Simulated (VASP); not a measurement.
Here is a VASP 6.6.1 calculation.

File INCAR:

```
PREC     = Accurate       # precision mode
ENCUT    = 700            # plane-wave cutoff, eV
EDIFF    = 1E-6           # SCF threshold, eV
ISMEAR   = 0              # smearing method
SIGMA    = 0.01           # smearing width, eV
LREAL    = False          # projectors in reciprocal space
LASPH    = True           # aspherical terms in the spheres
NELM     = 120            # most SCF steps
ALGO     = Normal         # electronic algorithm
ISIF     = 2              # what is computed and relaxed
LWAVE    = False          # write WAVECAR
LCHARG   = True           # write CHGCAR
GGA      = PE             # functional
LELF     = True           # ELF
LVHAR    = True         
ISYM     = -1           
NBANDS   = 16             # bands
GGA_COMPAT= False
```

The input KPOINTS:

```
explicit points
9
Reciprocal
  0.08333333   0.08333333   0.25000000 1
  0.08333333   0.41666667   0.25000000 1
  0.08333333   0.75000000   0.25000000 1
  0.41666667   0.08333333   0.25000000 1
  0.41666667   0.41666667   0.25000000 1
  0.41666667   0.75000000   0.25000000 1
  0.75000000   0.08333333   0.25000000 1
  0.75000000   0.41666667   0.25000000 1
  0.75000000   0.75000000   0.25000000 1
```

POSCAR

```
BN
1.0
    2.4883437600      0.0000000000      0.0000000000
   -1.2441718800      2.1549689100      0.0000000000
    0.0000000000      0.0000000000      6.4954828800
B N
2 2
Direct
    0.3335905393      0.6664094607      0.2500000000
    0.6664094607      0.3335905393      0.7500000000
    0.3342207760      0.6657792240      0.7500000000
    0.6657792240      0.3342207760      0.2500000000
```

Potentials or basis: VASP PAW PBE potentials, release 64 (B, N).

The run is started by

```bash
$ cat potpaw_PBE.64/B/POTCAR potpaw_PBE.64/N/POTCAR > POTCAR
$ mpirun -np 1 vasp_std > vasp.out
```

Question: Estimate the pressure.

Answer: 8.6 GPa.

Question: Estimate the band gap on the k mesh.

Answer: 4.80 eV.

Stress tensor (GPa, compression positive):
```
11.11  0.14 -0.03
 0.14 11.28 -0.05
-0.03 -0.05  3.53
```

Caveat: the cell stands under pressure; a shifted mesh leaves out Γ, where band edges can lie; this functional lacks dispersion, which binds the layers, so the pressure and a relaxed spacing across them are unreliable. A k mesh can miss the band edges.
